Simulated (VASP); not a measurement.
**BiBr3: single point with PBE**

System: BiBr3, in a box.

```
CELL_PARAMETERS angstrom
12.54000 0.00000 0.00000
0.00000 13.09000 0.00000
0.00000 0.00000 10.19000
ATOMIC_POSITIONS crystal
Bi 0.45292 0.49986 0.55830
Br 0.64105 0.49986 0.44161
Br 0.35885 0.65594 0.44161
Br 0.35885 0.34377 0.44161
```

| Quantity | Value |
| --- | --- |
| Program | VASP 6.6.1 |
| Task | single point |
| Functional | PBE |
| Potentials or basis | VASP PAW PBE potentials, release 64 (Bi_d, Br) |
| Cutoff | 520 eV |
| k mesh | 1 × 1 × 1 |
| Occupations | gaussian, width 0.01 eV |
| Spin | no spin polarisation |
| Dipole correction | no |
| Further INCAR settings | ALGO = Normal; EDIFF = 1e-06; NBANDS = 26 |

```yaml
Largest_force: 0.283 eV/Å
Gap_between_the_frontier_levels: 3.43 eV
```

Forces in eV/Å, atoms in the order of the input:
```
Bi  -0.001  0.000 -0.269
Br  -0.268  0.000  0.089
Br   0.134 -0.233  0.090
Br   0.134  0.233  0.090
```

Levels at points of the mesh, in eV from the valence-band top:
```tsv
k point	band 15	band 16	band 17	band 18	band 19	band 20	band 21	band 22
(0.00, 0.00, 0.00)	-0.12	-0.12	-0.03	0.00	3.43	4.10	4.10	6.29
```

Wall time 120 s on 1 thread of Oxide Virtual Turin-like Processor, with other jobs on the host, peak memory 1.2 GiB.

Caveat: spin-orbit coupling is left out, which moves the levels of the heavy elements.
